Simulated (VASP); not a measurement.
**Ta: relaxation of cell and atoms with PBE**

Ta:

```
CELL_PARAMETERS angstrom
-1.65399 1.65399 1.65399
1.65399 -1.65399 1.65399
1.65399 1.65399 -1.65399
ATOMIC_POSITIONS crystal
Ta 0.00000 0.00000 0.00000
```

```
Program                : VASP 6.6.1
Task                   : relaxation of cell and atoms
Functional             : PBE
Potentials or basis    : VASP PAW PBE potentials, release 64 (Ta_pv)
Cutoff                 : 600 eV
k mesh                 : 18 × 18 × 18
Occupations            : gaussian, width 0.1 eV
Spin                   : no spin polarisation
Dipole correction      : no
Further INCAR settings : ALGO = Normal; EDIFF = 1e-06; IBRION = 2; EDIFFG = -0.01; NSW = 80; ISIF = 3
```

| Quantity | Value |
| --- | --- |
| Relaxed volume | 18.29 Å³/atom |
| Relaxed cell | a = 2.875 Å, b = 2.875 Å, c = 2.875 Å, α = 109.47°, β = 109.47°, γ = 109.47° |
| Space group after relaxing (to 0.1 Å) | Im-3m (No. 229) |
| Energy gained by relaxing | 1.2 meV/atom |
| Ionic steps | 3 |
| Pressure after relaxing | 0.0 GPa |
| Band gap on the k mesh | zero (an odd number of electrons rules out a gap without spin polarisation) |

Step by step:
```
step  energy change (eV)  largest force (eV/Å)  pressure (GPa)  volume (Å³)
   1              0.0000                0.0000            2.07        18.10
   2              0.0048                0.0000           -4.36        18.72
   3             -0.0012                0.0000            0.00        18.29
```

Final structure:
```yaml
crystal:
  lattice:
    - [-1.65977, 1.65977, 1.65977]
    - [1.65977, -1.65977, 1.65977]
    - [1.65977, 1.65977, -1.65977]
  atoms:
    - { symbol: Ta, position: [0.00000, 0.00000, 0.00000] }
```

Levels at points of the mesh, in eV from the Fermi level:
```
           k point  band 3  band 4  band 5  band 6  band 7  band 8
(0.00, 0.00, 0.00)  -33.14   -7.87    0.72    0.72    0.72    3.94
(0.50, 0.00, 0.00)  -33.15   -4.32   -1.51    1.51    3.82    4.82
(0.50, 0.50, 0.50)  -33.92   -3.72   -3.72    6.70    6.70    6.70
```

Run time: 51 s on 1 thread of Intel Xeon 8259CL (shared host), peak memory 0.19 GiB.

Caveat: spin-orbit coupling is left out, which moves the levels of the heavy elements. PBE usually gives volumes a little too large and moduli too small.
